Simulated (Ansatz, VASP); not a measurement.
**BeS: VASP beside Ansatz**

File INCAR:

```
SYSTEM = BeS
ALGO = Normal ; EDIFF = 1E-6
ENCUT = 600 ; GGA = PS
GGA_COMPAT = .False. ; ISIF = 2
ISMEAR = 0 ; LASPH = .True.
LCHARG = .False. ; LREAL = .False.
LWAVE = .False. ; NBANDS = 11
NELM = 120 ; PREC = Accurate
SIGMA = 0.1
```

KPOINTS

```
k-points
0
Gamma
  6 6 6
  0 0 0
```

Contents of POSCAR:

```
BeS
1.0
    0.0000000000      2.4351516500      2.4351516500
    2.4351516500      0.0000000000      2.4351516500
    2.4351516500      2.4351516500      0.0000000000
Be S
1 1
Direct
    0.0000000000      0.0000000000      0.0000000000
    0.2500000000      0.2500000000      0.2500000000
```

Input for Ansatz:

```yaml
crystal:
  lattice:
    - [0.0, 2.43515165, 2.43515165]
    - [2.43515165, 0.0, 2.43515165]
    - [2.43515165, 2.43515165, 0.0]
  atoms:
    - { symbol: Be, position: [0.0, 0.0, 0.0] }
    - { symbol: S, position: [0.25, 0.25, 0.25] }
basis:
  ecutwfc: 420
kpoints:
  mp_grid: { grid: [6, 6, 6] }
hamiltonian:
  xc: pbesol
  pseudopotentials: { kind: paw, azcp: { folder: soft_1 } }
scf:
  occupations: { method: gaussian, width: 0.1 }
output:
  forces: true
  stress: true
  eigenvalues: true
```

Alike in both runs: task single point; functional PBEsol; k mesh 6 × 6 × 6; occupations gaussian, width 0.1 eV; no spin polarisation.

|  | VASP | Ansatz |
| --- | --- | --- |
| version | VASP 6.6.1 | Ansatz 0.2.0 |
| potentials or method | VASP PAW PBE potentials, release 64 (Be, S), cutoff 600 eV | scalar-relativistic, plane waves, PAW |
| valence electrons in the cell | 8 | 8 |

Ansatz gave:

- gap on the k mesh at the Fermi level (eV): 2.95
- least direct gap on the mesh (eV): 5.58
- pressure (GPa): -1.8

**Question.** What did VASP give for the same quantities?

**Answer.** gap on the k mesh at the Fermi level (eV): 2.95; least direct gap on the mesh (eV): 5.58; pressure (GPa): -1.6.

VASP's potentials were made for PBE, not for PBEsol, and Ansatz warns of the same on its side. With one functional, cell and mesh, what is left measures potentials, basis and numerics.
